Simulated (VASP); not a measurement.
# Ge (I4/mmm) in VASP: further runs, part 2 of 2

VASP 6.6.1. The steps go on from the part before.

## (5) Single point, r2SCAN0

This run uses another cell than the first one, of 19.77 Å³/atom.

POSCAR reads:

```
Ge
1.0
   -1.6190720985      1.6190720985      1.8855855271
    1.6190720985     -1.6190720985      1.8855855271
    1.6190720985      1.6190720985     -1.8855855271
Ge
1
Direct
    0.5000000000      0.5000000000      0.0000000000
```

INCAR.step1 reads:

```
SYSTEM = Ge
  PREC = Accurate
  ENCUT = 520
  EDIFF = 1E-5
  ISMEAR = -1
  SIGMA = 0.05
  LREAL = .FALSE.
  LASPH = .TRUE.
  NELM = 80
  ALGO = Normal
  ISIF = 2
  LWAVE = .TRUE.
  GGA = PE
  NBANDS = 13
```

INCAR.step2 reads:

```
SYSTEM = Ge
  PREC = Accurate
  ENCUT = 520
  EDIFF = 1E-6
  ISMEAR = -1
  SIGMA = 0.05
  LREAL = .FALSE.
  LASPH = .TRUE.
  NELM = 80
  ALGO = Normal
  ISIF = 2
  LWAVE = .FALSE.
  LCHARG = .TRUE.
  METAGGA = R2SCAN
  LHFCALC = .TRUE.
  AEXX = 0.25
  LMIXTAU = .TRUE.
  PRECFOCK = Normal
  LELF = .TRUE.
  LVHAR = .TRUE.
  ISTART = 1
  NBANDS = 13
```

KPOINTS reads:

```
Automatic mesh
0
G
  6 6 6
  0 0 0
```

Potentials or basis: VASP PAW PBE potentials, release 64 (Ge_d).

Run with:

```bash
$ cat potpaw_PBE.64/Ge_d/POTCAR > POTCAR
$ cp INCAR.step1 INCAR
$ mpirun -np 1 vasp_std > vasp.out
$ cp INCAR.step2 INCAR
$ mpirun -np 1 vasp_std > vasp.out
```

OUTCAR:

```text
SYSTEM = Ge
   PREC = Accurate
   ENCUT = 520
   EDIFF = 1E-6
   ISMEAR = -1
   LREAL = .FALSE.
   LASPH = .TRUE.
   NELM = 80
   ISIF = 2
   METAGGA = R2SCAN
   LHFCALC = .TRUE.
   AEXX = 0.25
   PRECFOCK = Normal
   ISTART = 1

 ion  position               nearest neighbor table
   1  0.500  0.500  0.000-

  LATTYP: Found a body centered tetragonal cell.
 ALAT       =     3.2381441970
 C/A-ratio  =     1.1646087465

  Lattice vectors:

[... 564 lines left out ...]
      4     -22.8891      2.00000
      5     -22.8600      2.00000
      6      -5.6798      2.00000
      7       5.8322      1.99999
      8      10.8294      0.00000
      9      12.7391      0.00000
     10      17.7535      0.00000
     11      21.1734      0.00000
     12      23.0854      0.00000
     13      24.5528      0.00000

 [... further k-points ...]
[... 5 lines left out ...]
  --------------------------------------------------------------------------------------
  -------------------------------------------------------------------------------------
  Total       -0.0371774     -0.0371774     -1.3606624      0.0000000      0.0000000      0.0000000
  in kB       -3.0126623     -3.0126623   -110.2611135      0.0000000      0.0000000      0.0000000
  external PRESSURE =     -38.7621460 kB  Pullay stress =       0.0000000 kB

 VOLUME and BASIS-vectors are now :
 -----------------------------------------------------------------------------
  energy-cutoff  :      520.00
  volume of cell :       19.77
      direct lattice vectors                 reciprocal lattice vectors
    -1.619072099  1.619072099  1.885585527     0.000000000  0.308818860  0.265169621
     1.619072099 -1.619072099  1.885585527     0.308818860  0.000000000  0.265169621
     1.619072099  1.619072099 -1.885585527     0.308818860  0.308818860  0.000000000

 POSITION                                       TOTAL-FORCE (eV/Angst)
 -----------------------------------------------------------------------------------
      0.00000      0.00000      1.88559         0.000000      0.000000      0.000000
 -----------------------------------------------------------------------------------
    total drift:                               -0.000000     -0.000000      0.000000

  FREE ENERGIE OF THE ION-ELECTRON SYSTEM (eV)
  ---------------------------------------------------
  free  energy   TOTEN  =       -12.3162393684 eV

  energy  without entropy=      -12.3147700177  energy(sigma->0) =      -12.31550469
```

OSZICAR.step1:

```text
N       E                     dE             d eps       ncg     rms          rms(c)
DAV:   1     0.699225119182E+02    0.69923E+02   -0.71613E+03   850   0.292E+03
DAV:   2     0.197365510031E+01   -0.67949E+02   -0.65012E+02   820   0.450E+02
DAV:   3    -0.407813529730E+01   -0.60518E+01   -0.60241E+01   890   0.753E+01
DAV:   4    -0.416702197300E+01   -0.88887E-01   -0.88879E-01   935   0.101E+01
DAV:   5    -0.416786772571E+01   -0.84575E-03   -0.84575E-03   910   0.107E+00    0.102E+00
DAV:   6    -0.416003309267E+01    0.78346E-02   -0.58856E-03  1000   0.158E+00    0.568E-01
DAV:   7    -0.415682993727E+01    0.32032E-02   -0.40501E-03   975   0.100E+00    0.557E-02
DAV:   8    -0.415671300556E+01    0.11693E-03   -0.36288E-04   945   0.430E-01    0.222E-02
DAV:   9    -0.415671935044E+01   -0.63449E-05   -0.46205E-06   640   0.210E-02
   1 F= -.41567194E+01 E0= -.41544767E+01  d E =-.448532E-02
```

It took 32 min on 1 thread of AMD EPYC 7R43 (Zen 3), shared host; peak memory 0.12 GiB.

What came out:

- Free energy: -12.3162 eV
- Pressure: -3.9 GPa
- Band gap on the k mesh: zero (bands 7 and 8 overlap by 13.65 eV)

Stress tensor (GPa, compression positive):
```
 -0.30   0.00   0.00
  0.00  -0.30   0.00
  0.00   0.00 -11.03
```

Caveat: the k points lie up to 0.43 Å⁻¹ apart, too coarse for converged energies and pressures of a metal; the PAW data sets were made with another functional, which shifts forces and pressure a little.

## (6) Single point, r2SCAN0

This run uses another cell than the first one, of 20.16 Å³/atom.

POSCAR reads:

```
Ge
1.0
   -1.6295858483      1.6295858483      1.8978299320
    1.6295858483     -1.6295858483      1.8978299320
    1.6295858483      1.6295858483     -1.8978299320
Ge
1
Direct
    0.5000000000      0.5000000000      0.0000000000
```

INCAR.step1 reads:

```
SYSTEM = Ge
PREC = Accurate
ENCUT = 520
EDIFF = 1E-5
ISMEAR = -1
SIGMA = 0.05
LREAL = .FALSE.
LASPH = .TRUE.
NELM = 80
ALGO = Normal
ISIF = 2
LWAVE = .TRUE.
LCHARG = .FALSE.
GGA = PE
NBANDS = 13
```

INCAR.step2 reads:

```
SYSTEM = Ge
PREC = Accurate
ENCUT = 520
EDIFF = 1E-7
ISMEAR = -1
SIGMA = 0.05
LREAL = .FALSE.
LASPH = .TRUE.
NELM = 80
ALGO = Normal
ISIF = 2
LWAVE = .FALSE.
LCHARG = .FALSE.
METAGGA = R2SCAN
LHFCALC = .TRUE.
AEXX = 0.25
LMIXTAU = .TRUE.
PRECFOCK = Normal
ISTART = 1
NBANDS = 13
```

KPOINTS is that of step 5.

Potentials or basis: VASP PAW PBE potentials, release 64 (Ge_d).

Run with:

```bash
$ cat potpaw_PBE.64/Ge_d/POTCAR > POTCAR
$ cp INCAR.step1 INCAR
$ mpirun -np 1 vasp_std > vasp.out
$ cp INCAR.step2 INCAR
$ mpirun -np 1 vasp_std > vasp.out
```

OUTCAR:

```text
SYSTEM = Ge
   PREC = Accurate
   ENCUT = 520
   EDIFF = 1E-7
   ISMEAR = -1
   LREAL = .FALSE.
   LASPH = .TRUE.
   NELM = 80
   ISIF = 2
   METAGGA = R2SCAN
   LHFCALC = .TRUE.
   AEXX = 0.25
   PRECFOCK = Normal
   ISTART = 1

 ion  position               nearest neighbor table
   1  0.500  0.500  0.000-

  LATTYP: Found a body centered tetragonal cell.
 ALAT       =     3.2591716966
 C/A-ratio  =     1.1646087464

  Lattice vectors:

 A1 = (  -1.6295858483,   1.6295858483,   1.8978299320)
 A2 = (   1.6295858483,  -1.6295858483,   1.8978299320)
 A3 = (   1.6295858483,   1.6295858483,  -1.8978299320)

Analysis of symmetry for initial positions (statically):
=====================================================================
 Subroutine PRICEL returns:
 Original cell was already a primitive cell.

 Routine SETGRP: Setting up the symmetry group for a
 body centered tetragonal supercell.

 Subroutine GETGRP returns: Found 16 space group operations
 (whereof 16 operations were pure point group operations)
 out of a pool of 16 trial point group operations.

[... 169 lines left out ...]

 val. band max:        5.6191402379   @ k =  -0.1667  -0.3333   0.1667
 cond. band min:       6.3016218540   @ k =  -0.3333   0.3333   0.1667
 fundamental gap:      0.6824816162
 Fermi energy:         6.2038397948

 k-point     1 :       0.0000    0.0000    0.0000
  band No.  band energies     occupation
      1     -23.1481      2.00000
      2     -23.1481      2.00000
      3     -23.1298      2.00000
      4     -23.0989      2.00000
      5     -23.0644      2.00000
      6      -9.1405      2.00000
      7      15.9126      0.00000
      8      16.2565      0.00000
      9      16.2566      0.00000
     10      21.3688      0.00000
     11      21.3688      0.00000
     12      22.9411      0.00000
     13      23.1941      0.00000
[... 354 lines left out ...]
  band No.  band energies     occupation
      1     -23.1336      2.00000
      2     -23.1257      2.00000
      3     -23.0977      2.00000
      4     -23.0925      2.00000
      5     -23.0655      2.00000
      6      -5.7623      2.00000
      7       5.6191      1.99998
      8      10.5631      0.00000
      9      12.4152      0.00000
     10      17.4490      0.00000
     11      20.8462      0.00000
     12      22.7139      0.00000
     13      24.1412      0.00000

 [... further k-points ...]
[... 5 lines left out ...]
  --------------------------------------------------------------------------------------
  -------------------------------------------------------------------------------------
  Total       -0.2191274     -0.2191274     -1.4913798      0.0000000      0.0000000      0.0000000
  in kB      -17.4154829    -17.4154829   -118.5296681      0.0000000      0.0000000      0.0000000
  external PRESSURE =     -51.1202113 kB  Pullay stress =       0.0000000 kB

 VOLUME and BASIS-vectors are now :
 -----------------------------------------------------------------------------
  energy-cutoff  :      520.00
  volume of cell :       20.16
      direct lattice vectors                 reciprocal lattice vectors
    -1.629585848  1.629585848  1.897829932     0.000000000  0.306826425  0.263458802
     1.629585848 -1.629585848  1.897829932     0.306826425  0.000000000  0.263458802
     1.629585848  1.629585848 -1.897829932     0.306826425  0.306826425  0.000000000

 POSITION                                       TOTAL-FORCE (eV/Angst)
 -----------------------------------------------------------------------------------
      0.00000      0.00000      1.89783        -0.000000      0.000000     -0.000000
 -----------------------------------------------------------------------------------
    total drift:                                0.000000      0.000000      0.000000

  FREE ENERGIE OF THE ION-ELECTRON SYSTEM (eV)
  ---------------------------------------------------
  free  energy   TOTEN  =       -12.3054023824 eV

  energy  without entropy=      -12.3039858137  energy(sigma->0) =      -12.30469410
```

Run time: 61 min. Hardware: 1 thread of AMD EPYC 7R43 (Zen 3), shared host; peak memory 0.12 GiB.

What came out:

- Free energy: -12.3054 eV
- Pressure: -5.1 GPa
- Band gap on the k mesh: zero (bands 7 and 8 overlap by 13.37 eV)

Stress tensor (GPa, compression positive):
```
 -1.74   0.00   0.00
  0.00  -1.74   0.00
  0.00   0.00 -11.85
```

Levels at points of the mesh, in eV from the Fermi level:
| k point | band 5 | band 6 | band 7 | band 8 | band 9 | band 10 |
| --- | --- | --- | --- | --- | --- | --- |
| (0.00, 0.00, 0.00) | -29.27 | -15.34 | 9.71 | 10.05 | 10.05 | 15.16 |
| (0.50, 0.00, 0.00) | -29.24 | -9.46 | -6.67 | 5.94 | 8.42 | 11.44 |
| (0.50, 0.50, 0.00) | -29.23 | -8.22 | -6.10 | 3.79 | 5.56 | 8.82 |
| (0.50, 0.50, 0.50) | -29.24 | -4.51 | -3.39 | 1.01 | 1.01 | 5.33 |

Caveat: the k points lie up to 0.42 Å⁻¹ apart, too coarse for converged energies and pressures of a metal; the PAW data sets were made with another functional, which shifts forces and pressure a little.

## (7) Overview

| level | cell | share of exact exchange | screening parameter | gap on the mesh (eV) | pressure (GPa) |
| --- | --- | --- | --- | --- | --- |
| HF | a = 2.947 Å, angles 113.8, 113.8, 101.1°, 1 atom | 1 | - | none | 5.9 |
| HSE06 | a = 2.966 Å, angles 113.8, 113.8, 101.1°, 1 atom | 0.25 | 0.2079 1/Å | none | -2.4 |
| HSE06 | a = 2.985 Å, angles 113.8, 113.8, 101.1°, 1 atom | 0.25 | 0.2079 1/Å | none | -3.6 |
| r2SCAN0 | a = 2.966 Å, angles 113.8, 113.8, 101.1°, 1 atom | 0.25 | - | none | -3.9 |
| r2SCAN0 | a = 2.985 Å, angles 113.8, 113.8, 101.1°, 1 atom | 0.25 | - | none | -5.1 |

Alike in all rows: task single point; potentials or basis VASP PAW PBE potentials, release 64 (Ge_d); no spin polarisation; k mesh 6 × 6 × 6; cutoff (eV) 520; smearing fermi-dirac 0.05 eV.

Caveats: all runs use coarse meshes; the PAW data sets were made with another functional, which shifts forces and pressure a little.

Absolute energies hang on the potentials; compare differences alone.
